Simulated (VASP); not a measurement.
# Ru (Im-3m) in VASP: a series of runs, part 2 of 2

VASP 6.6.1.

## (3) Single point, r2SCAN, collinear spin, ferromagnetic start (13.25 Å³/atom)

This run uses another cell than the first one, of 13.25 Å³/atom.

POSCAR reads:

```
Ru
1.0
   -1.4906196174      1.4906196174      1.4906196174
    1.4906196174     -1.4906196174      1.4906196174
    1.4906196174      1.4906196174     -1.4906196174
Ru
1
Direct
    0.0000000000      0.0000000000      0.0000000000
```

INCAR.step1 reads:

```
SYSTEM = Ru
PREC = Accurate
ENCUT = 520
ISMEAR = -1
SIGMA = 0.05
LREAL = .False.
LASPH = .True.
NELM = 150
ISPIN = 2
MAGMOM = 1.333
LMAXMIX = 4
NBANDS = 17
GGA = PE
ALGO = Normal
EDIFF = 1E-4
LWAVE = .True.
LCHARG = .False.
```

INCAR.step2 reads:

```
SYSTEM = Ru
PREC = Accurate
ENCUT = 520
EDIFF = 1E-6
ISMEAR = -1
SIGMA = 0.05
LREAL = .False.
LASPH = .True.
NELM = 150
ALGO = Normal
ISIF = 2
LWAVE = .False.
LCHARG = .False.
ISPIN = 2
MAGMOM = 1.333
LORBIT = 11
LMAXMIX = 4
METAGGA = R2SCAN
LMIXTAU = .True.
NBANDS = 17
ISTART = 1
```

KPOINTS reads:

```
Automatic mesh
0
Gamma
  24 24 24
  0 0 0
```

Potentials or basis: VASP PAW PBE potentials, release 64 (Ru_pv).

On the command line:

```sh
cat potpaw_PBE.64/Ru_pv/POTCAR > POTCAR
cp INCAR.step1 INCAR
mpirun -np 1 vasp_std > vasp.out
cp INCAR.step2 INCAR
mpirun -np 1 vasp_std > vasp.out
```

OUTCAR:

```text
SYSTEM = Ru
   PREC = Accurate
   ENCUT = 520
   EDIFF = 1E-6
   ISMEAR = -1
   LREAL = .False.
   LASPH = .True.
   NELM = 150
   ISIF = 2
   ISPIN = 2
   LORBIT = 11
   METAGGA = R2SCAN
   ISTART = 1

 ion  position               nearest neighbor table
   1  0.000  0.000  0.000-

  LATTYP: Found a body centered cubic cell.
 ALAT       =     2.9812392348

  Lattice vectors:

 A1 = (  -1.4906196174,   1.4906196174,   1.4906196174)
 A2 = (   1.4906196174,  -1.4906196174,   1.4906196174)
 A3 = (   1.4906196174,   1.4906196174,  -1.4906196174)

[... 1167 lines left out ...]
  -------------------------------------------------------------------------------------
  Total        1.5739450      1.5739450      1.5739450      0.0000000      0.0000000      0.0000000
  in kB      190.3441990    190.3441990    190.3441990      0.0000000      0.0000000      0.0000000
  external PRESSURE =     190.3441990 kB  Pullay stress =       0.0000000 kB

 VOLUME and BASIS-vectors are now :
 -----------------------------------------------------------------------------
  energy-cutoff  :      520.00
  volume of cell :       13.25
      direct lattice vectors                 reciprocal lattice vectors
    -1.490619617  1.490619617  1.490619617     0.000000000  0.335430981  0.335430981
     1.490619617 -1.490619617  1.490619617     0.335430981  0.000000000  0.335430981
     1.490619617  1.490619617 -1.490619617     0.335430981  0.335430981  0.000000000

 POSITION                                       TOTAL-FORCE (eV/Angst)
 -----------------------------------------------------------------------------------
      0.00000      0.00000      0.00000         0.000000      0.000000     -0.000000
 -----------------------------------------------------------------------------------
    total drift:                               -0.000000     -0.000000      0.000000

  FREE ENERGIE OF THE ION-ELECTRON SYSTEM (eV)
  ---------------------------------------------------
  free  energy   TOTEN  =       -24.7425120453 eV

  energy  without entropy=      -24.7291729195  energy(sigma->0) =      -24.73584248

 total charge

# of ion       s       p       d       tot
------------------------------------------
    1        0.411   6.318   6.005  12.734

 magnetization (x)

# of ion       s       p       d       tot
------------------------------------------
    1       -0.000  -0.000   0.001   0.001
```

OSZICAR.step1:

```text
N       E                     dE             d eps       ncg     rms          rms(c)
DAV:   1     0.111709204513E+03    0.11171E+03   -0.74324E+03 28564   0.844E+02
DAV:   2    -0.721097781205E+01   -0.11892E+03   -0.11322E+03 31206   0.278E+02
DAV:   3    -0.897935243294E+01   -0.17684E+01   -0.17589E+01 31809   0.355E+01
DAV:   4    -0.898398140991E+01   -0.46290E-02   -0.46287E-02 31996   0.187E+00
DAV:   5    -0.898400291424E+01   -0.21504E-04   -0.21504E-04 31495   0.116E-01    0.149E+01
DAV:   6    -0.858054188601E+01    0.40346E+00   -0.53415E-01 29238   0.903E+00    0.495E+00
DAV:   7    -0.854525652786E+01    0.35285E-01   -0.83406E-02 31151   0.302E+00    0.158E+00
DAV:   8    -0.854900467140E+01   -0.37481E-02   -0.45217E-03 29493   0.713E-01    0.834E-01
DAV:   9    -0.854898230119E+01    0.22370E-04   -0.18985E-03 30201   0.428E-01    0.211E-01
DAV:  10    -0.854918628620E+01   -0.20399E-03   -0.34928E-04 30234   0.144E-01    0.766E-02
DAV:  11    -0.854920808731E+01   -0.21801E-04   -0.93804E-06 14542   0.255E-02
   1 F= -.85492081E+01 E0= -.85420806E+01  d E =-.142551E-01  mag=     0.0135
```

It took 17 min on 1 thread of Oxide Virtual Turin-like, shared host; peak memory 0.21 GiB.

Results:

```yaml
Free_energy: -24.7425 eV
Pressure: 19.0 GPa
Band_gap_on_the_k_mesh: zero (filled and empty bands overlap)
Net_moment: 0.00 μB per cell
Valence_electrons_inside_the_program's_atomic_spheres: Ru 12.73
```

Levels at points of the mesh, in eV from the Fermi level:
Spin up:
| k point | band 4 | band 5 | band 6 | band 7 | band 8 | band 9 | band 10 | band 11 |
| --- | --- | --- | --- | --- | --- | --- | --- | --- |
| (0.00, 0.00, 0.00) | -8.69 | -3.20 | -3.20 | -3.20 | -0.10 | -0.10 | 8.44 | 17.99 |
| (0.50, 0.00, 0.00) | -6.93 | -5.18 | -0.11 | 0.45 | 1.27 | 2.69 | 8.44 | 11.43 |
| (0.50, 0.50, 0.50) | -7.09 | -7.09 | 1.99 | 1.99 | 1.99 | 8.44 | 10.12 | 10.12 |
Spin down:
| k point | band 5 | band 6 | band 7 | band 8 | band 9 | band 10 |
| --- | --- | --- | --- | --- | --- | --- |
| (0.00, 0.00, 0.00) | -3.20 | -3.20 | -3.20 | -0.10 | -0.10 | 8.44 |
| (0.50, 0.00, 0.00) | -5.18 | -0.11 | 0.45 | 1.27 | 2.69 | 8.44 |
| (0.50, 0.50, 0.50) | -7.08 | 2.00 | 2.00 | 2.00 | 8.44 | 10.12 |

Caveat: the cell stands under pressure; an empty level that is flat over the whole mesh can mark a ghost state of the potentials, or a narrow d or f band; the PAW data sets were made with another functional, which shifts forces and pressure a little.

## (4) Single point, r2SCAN, collinear spin, ferromagnetic start (13.82 Å³/atom)

This run uses another cell than the first one, of 13.82 Å³/atom.

POSCAR reads:

```
Ru
1.0
   -1.5119170608      1.5119170608      1.5119170608
    1.5119170608     -1.5119170608      1.5119170608
    1.5119170608      1.5119170608     -1.5119170608
Ru
1
Direct
    0.0000000000      0.0000000000      0.0000000000
```

INCAR.step1 reads:

```
PREC     = Accurate       # precision mode
ENCUT    = 520            # plane-wave cutoff, eV
ISMEAR   = -1             # smearing method
SIGMA    = 0.05           # smearing width, eV
LREAL    = F              # projectors in reciprocal space
LASPH    = T              # aspherical terms in the spheres
NELM     = 150            # most SCF steps
ISPIN    = 2              # spin polarisation
MAGMOM   = 1.333          # initial moments
LMAXMIX  = 4              # l up to which the mixer works
NBANDS   = 17             # bands
GGA      = PE             # functional
ALGO     = Normal         # electronic algorithm
EDIFF    = 1E-4           # SCF threshold, eV
LWAVE    = T              # write WAVECAR
LCHARG   = F              # write CHGCAR
```

INCAR.step2 reads:

```
PREC     = Accurate       # precision mode
ENCUT    = 520            # plane-wave cutoff, eV
EDIFF    = 1E-6           # SCF threshold, eV
ISMEAR   = -1             # smearing method
SIGMA    = 0.05           # smearing width, eV
LREAL    = F              # projectors in reciprocal space
LASPH    = T              # aspherical terms in the spheres
NELM     = 150            # most SCF steps
ALGO     = Normal         # electronic algorithm
ISIF     = 2              # what is computed and relaxed
LWAVE    = F              # write WAVECAR
LCHARG   = F              # write CHGCAR
ISPIN    = 2              # spin polarisation
MAGMOM   = 1.333          # initial moments
LORBIT   = 11             # projections on sites
LMAXMIX  = 4              # l up to which the mixer works
METAGGA  = R2SCAN         # meta-GGA
LMIXTAU  = T            
NBANDS   = 17             # bands
ISTART   = 1
```

KPOINTS reads:

```
Automatic mesh
0
Gamma
  24 24 24
```

Potentials or basis: VASP PAW PBE potentials, release 64 (Ru_pv).

On the command line:

```sh
cat potpaw_PBE.64/Ru_pv/POTCAR > POTCAR
cp INCAR.step1 INCAR
mpirun -np 1 vasp_std > vasp.out
cp INCAR.step2 INCAR
mpirun -np 1 vasp_std > vasp.out
```

OUTCAR:

```text
PREC = Accurate
   ENCUT = 520
   EDIFF = 1E-6
   ISMEAR = -1
   LREAL = F
   LASPH = T
   NELM = 150
   ISIF = 2
   ISPIN = 2
   LORBIT = 11
   METAGGA = R2SCAN
   ISTART = 1

 ion  position               nearest neighbor table
   1  0.000  0.000  0.000-

  LATTYP: Found a body centered cubic cell.
 ALAT       =     3.0238341216

  Lattice vectors:

 A1 = (  -1.5119170608,   1.5119170608,   1.5119170608)
 A2 = (   1.5119170608,  -1.5119170608,   1.5119170608)
 A3 = (   1.5119170608,   1.5119170608,  -1.5119170608)

Analysis of symmetry for initial positions (statically):
=====================================================================
 Subroutine PRICEL returns:
 Original cell was already a primitive cell.

 Routine SETGRP: Setting up the symmetry group for a
 body centered cubic supercell.

 Subroutine GETGRP returns: Found 48 space group operations
 (whereof 48 operations were pure point group operations)
 out of a pool of 48 trial point group operations.

The static configuration has the point symmetry O_h .

Analysis of symmetry for dynamics (positions and initial velocities):
=====================================================================
 Subroutine PRICEL returns:
 Original cell was already a primitive cell.

 Routine SETGRP: Setting up the symmetry group for a
 body centered cubic supercell.

 Subroutine GETGRP returns: Found 48 space group operations
 (whereof 48 operations were pure point group operations)
 out of a pool of 48 trial point group operations.

The dynamic configuration has the point symmetry O_h .

Analysis of structural, dynamic, and magnetic symmetry:
=====================================================================
 Subroutine PRICEL returns:
 Original cell was already a primitive cell.

 Routine SETGRP: Setting up the symmetry group for a
 body centered cubic supercell.

 Subroutine GETGRP returns: Found 48 space group operations
 (whereof 48 operations were pure point group operations)
 out of a pool of 48 trial point group operations.

The overall configuration has the point symmetry O_h .

[... 125 lines left out ...]
   LEPSILON=     F    determine dielectric tensor
   LRPA    =     F    only Hartree local field effects (RPA)
 spin polarized calculation
  energy-cutoff  :      520.00
  volume of cell :       13.82
 maximum number of plane-waves:       384
   NGX =  9   NGY =  9   NGZ =  9

 number of electron      13.9999996 magnetization       0.0000027

 number of electron      13.9999996 magnetization      -0.0000793

 Free energy of the ion-electron system (eV)
  ---------------------------------------------------
  ext. energy  EPLUGINS =         0.00000000
  ---------------------------------------------------
  free energy    TOTEN  =       -24.78268266 eV

  energy without entropy =      -24.76849161  energy(sigma->0) =      -24.77558713

 E-fermi :  12.5848     XC(G=0): -15.2619

 val. band max:       12.5834624661   @ k =   0.0833   0.0833   0.0000
 cond. band min:      12.5880946407   @ k =   0.1667   0.0833   0.0833
 fundamental gap:      0.0046321747
 Fermi energy:        12.5848438852

 spin component 1

 k-point     1 :       0.0000    0.0000    0.0000
  band No.  band energies     occupation
      1     -31.3625      1.00000
      2     -31.3625      1.00000
      3     -31.3625      1.00000
      4       4.1582      1.00000
      5       9.5699      1.00000
      6       9.5699      1.00000
[... 459 lines left out ...]
      6      12.4352      0.95226
[... 9 lines left out ...]
     16      42.0751      0.00000
     17      47.3492      0.00000

 [... further k-points ...]

 spin component 2

 k-point     1 :       0.0000    0.0000    0.0000
  band No.  band energies     occupation
      1     -31.3626      1.00000
      2     -31.3626      1.00000
      3     -31.3626      1.00000
      4       4.1582      1.00000
      5       9.5699      1.00000
      6       9.5699      1.00000
[... 459 lines left out ...]
      6      12.4351      0.95236
[... 9 lines left out ...]
     16      42.0751      0.00000
     17      47.3491      0.00000

 [... further k-points ...]
[... 5 lines left out ...]
  --------------------------------------------------------------------------------------
  -------------------------------------------------------------------------------------
  Total        0.3263315      0.3263315      0.3263315     -0.0000000      0.0000000      0.0000000
  in kB       37.8203619     37.8203619     37.8203619     -0.0000000      0.0000000      0.0000000
  external PRESSURE =      37.8203619 kB  Pullay stress =       0.0000000 kB

 VOLUME and BASIS-vectors are now :
 -----------------------------------------------------------------------------
  energy-cutoff  :      520.00
  volume of cell :       13.82
      direct lattice vectors                 reciprocal lattice vectors
    -1.511917061  1.511917061  1.511917061     0.000000000  0.330705971  0.330705971
     1.511917061 -1.511917061  1.511917061     0.330705971  0.000000000  0.330705971
     1.511917061  1.511917061 -1.511917061     0.330705971  0.330705971  0.000000000

 POSITION                                       TOTAL-FORCE (eV/Angst)
 -----------------------------------------------------------------------------------
      0.00000      0.00000      0.00000        -0.000000     -0.000000     -0.000000
 -----------------------------------------------------------------------------------
    total drift:                                0.000000     -0.000000     -0.000000

  FREE ENERGIE OF THE ION-ELECTRON SYSTEM (eV)
  ---------------------------------------------------
  free  energy   TOTEN  =       -24.7826826583 eV

  energy  without entropy=      -24.7684916076  energy(sigma->0) =      -24.77558713

 total charge

# of ion       s       p       d       tot
------------------------------------------
    1        0.395   6.293   5.957  12.645

 magnetization (x)

# of ion       s       p       d       tot
------------------------------------------
    1        0.000   0.000  -0.000  -0.000
```

OSZICAR.step1:

```text
N       E                     dE             d eps       ncg     rms          rms(c)
DAV:   1     0.113022231524E+03    0.11302E+03   -0.74557E+03 28436   0.841E+02
DAV:   2    -0.727019202863E+01   -0.12029E+03   -0.11443E+03 31185   0.277E+02
DAV:   3    -0.906766828474E+01   -0.17975E+01   -0.17877E+01 32068   0.356E+01
DAV:   4    -0.907252238453E+01   -0.48541E-02   -0.48538E-02 31882   0.191E+00
DAV:   5    -0.907254663241E+01   -0.24248E-04   -0.24247E-04 31437   0.122E-01    0.134E+01
DAV:   6    -0.863387950676E+01    0.43867E+00   -0.59169E-01 29245   0.936E+00    0.418E+00
DAV:   7    -0.860214674095E+01    0.31733E-01   -0.73792E-02 31157   0.280E+00    0.145E+00
DAV:   8    -0.860558908280E+01   -0.34423E-02   -0.41023E-03 29604   0.685E-01    0.756E-01
DAV:   9    -0.860615081313E+01   -0.56173E-03   -0.21849E-03 29961   0.433E-01    0.213E-01
DAV:  10    -0.860647048112E+01   -0.31967E-03   -0.45004E-04 30433   0.157E-01    0.117E-01
DAV:  11    -0.860657570704E+01   -0.10523E-03   -0.35314E-05 14564   0.441E-02    0.880E-02
DAV:  12    -0.860682143824E+01   -0.24573E-03   -0.35678E-04 29160   0.138E-01    0.390E-02
DAV:  13    -0.860684688180E+01   -0.25444E-04   -0.21456E-05 14326   0.339E-02
   1 F= -.86068469E+01 E0= -.85992222E+01  d E =-.152494E-01  mag=     0.0129
```

Wall time 16 min (1 thread of Oxide Virtual Turin-like, shared host); peak memory 0.21 GiB.

Results:

```yaml
Free_energy: -24.7827 eV
Pressure: 3.8 GPa
Band_gap_on_the_k_mesh: zero (filled and empty bands overlap)
Net_moment: 0.00 μB per cell
Valence_electrons_inside_the_program's_atomic_spheres: Ru 12.64
```

Caveat: the cell stands under pressure; an empty level that is flat over the whole mesh can mark a ghost state of the potentials, or a narrow d or f band; the PAW data sets were made with another functional, which shifts forces and pressure a little.

## (5) Summary

| cell | gap on the mesh (eV) | pressure (GPa) | moment (μB) |
| --- | --- | --- | --- |
| a = 2.544 Å, angles 109.5°, 1 atom | none | 38.3 | 0.01 |
| a = 2.582 Å, angles 109.5°, 1 atom | none | 19.0 | 0.00 |
| a = 2.619 Å, angles 109.5°, 1 atom | none | 3.8 | 0.00 |

Alike in all rows: task single point; level r2SCAN; potentials or basis VASP PAW PBE potentials, release 64 (Ru_pv); spin collinear, ferromagnetic start; k mesh 24 × 24 × 24; cutoff (eV) 520; smearing fermi-dirac 0.05 eV.

Caveats: the cell stands under pressure; an empty level that is flat over the whole mesh can mark a ghost state of the potentials, or a narrow d or f band; the PAW data sets were made with another functional, which shifts forces and pressure a little.

Total energies depend on the potentials used, so only differences within one code and one set of settings carry meaning.
